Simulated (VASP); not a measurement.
Here is a VASP 6.6.1 calculation.

The input INCAR:

```
SYSTEM = NaCl
ALGO = Normal
EDIFF = 1E-6
ENCUT = 520
GGA = PS
ISIF = 2
ISMEAR = 0
LASPH = .True.
LCHARG = .False.
LREAL = .False.
LWAVE = .False.
NBANDS = 14
NELM = 80
PREC = Accurate
SIGMA = 0.05
```

The input KPOINTS:

```
k-points
0
Gamma
  6 6 6
  0 0 0
```

File POSCAR:

```
NaCl
1.0
    3.5021900000      0.0000000000      0.0327454765
    0.0000000000      3.5021900000      0.0000000000
    0.0327454765      0.0000000000      3.5021900000
Na Cl
1 1
Direct
    0.0000000000      0.0000000000      0.0000000000
    0.5000000000      0.5000000000      0.5000000000
```

Potentials or basis: VASP PAW PBE potentials, release 64 (Na_pv, Cl).

Launch:

```sh
$ cat potpaw_PBE.64/Na_pv/POTCAR potpaw_PBE.64/Cl/POTCAR > POTCAR
$ mpirun -np 1 vasp_std > vasp.out
```

Question: Estimate the pressure.

Answer: -1.2 GPa.

Question: Predict the band gap on the k mesh.

Answer: 3.84 eV, indirect (least direct gap 4.31 eV).

Caveat: the cell differs from its parent crystal (strain +0.0187 x Voigt [0, 0, 0, 0, 1, 0]); the PAW data sets were made with another functional, which shifts forces and pressure a little. A k mesh can miss the band edges.
